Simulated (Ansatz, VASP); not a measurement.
# Ti3Al: VASP beside Ansatz

File INCAR:

```
SYSTEM = Ti3Al
PREC = Accurate
ENCUT = 520
EDIFF = 1E-7
ISMEAR = 0
SIGMA = 0.15
LREAL = .False.
LASPH = .True.
NELM = 100
ALGO = Fast
ISIF = 2
LWAVE = .False.
LCHARG = .True.
GGA = PS
LELF = .True.
LVHAR = .True.
NBANDS = 28
```

KPOINTS

```
regular mesh
0
Gamma
  18 18 6
  0 0 0
```

Contents of POSCAR:

```
Ti3Al
1.0
    3.0932912349      0.0000000000      0.0000000000
   -1.5466456174      2.6788687908      0.0000000000
    0.0000000000      0.0000000000      8.6472956472
Ti Al
3 1
Direct
    0.6666666667      0.3333333333      0.0000000000
    0.3333333333      0.6666666667      0.7511732072
    0.3333333333      0.6666666667      0.2488267928
    0.6666666667      0.3333333333      0.5000000000
```

Input for Ansatz:

```yaml
crystal:
  lattice:
    - [3.0932912349, 0.0, 0.0]
    - [-1.5466456174, 2.6788687908, 0.0]
    - [0.0, 0.0, 8.6472956472]
  atoms:
    - { symbol: Ti, position: [0.6666666667, 0.3333333333, 0.0] }
    - { symbol: Ti, position: [0.3333333333, 0.6666666667, 0.7511732072] }
    - { symbol: Ti, position: [0.3333333333, 0.6666666667, 0.2488267928] }
    - { symbol: Al, position: [0.6666666667, 0.3333333333, 0.5] }
basis:
  ecutwfc: 520.0
kpoints:
  mp_grid: { grid: [18, 18, 6] }
hamiltonian:
  xc: pbesol
  pseudopotentials: { kind: paw, azcp: { folder: soft_1 } }
scf:
  occupations: { method: gaussian, width: 0.15 }
output:
  forces: true
  stress: true
  eigenvalues: true
  write_density: true
  write_potential: true
  elf: true
  volumetric_format: npy
```

Alike in both runs: task single point; functional PBEsol; k mesh 18 × 18 × 6; occupations gaussian, width 0.15 eV; no spin polarisation.

|  | VASP | Ansatz |
| --- | --- | --- |
| version | VASP 6.6.1 | Ansatz 0.2.0 |
| potentials or method | VASP PAW PBE potentials, release 64 (Ti_sv, Al), cutoff 520 eV | scalar-relativistic, plane waves, PAW |
| valence electrons in the cell | 39 | 39 |

|  | VASP | Ansatz | Ansatz less VASP |
| --- | --- | --- | --- |
| gap on the k mesh at the Fermi level (eV) | none | none | - |
| pressure (GPa) | -6.4 | -6.4 | +0.02 |
| traceless stress, the component that is largest in VASP (GPa) | 9.90 | 9.91 | +0.014 |
| rms of the force components (eV/Å) | 0.044 | 0.040 | -0.0040 |

VASP's potentials were made for PBE, not for PBEsol, and Ansatz warns of the same on its side. Atom by atom the forces differ by 0.004 eV/Å (rms over components). A gap of «none» marks a metal or a gap that the smearing closes. With one functional, cell and mesh, what is left measures potentials, basis and numerics.
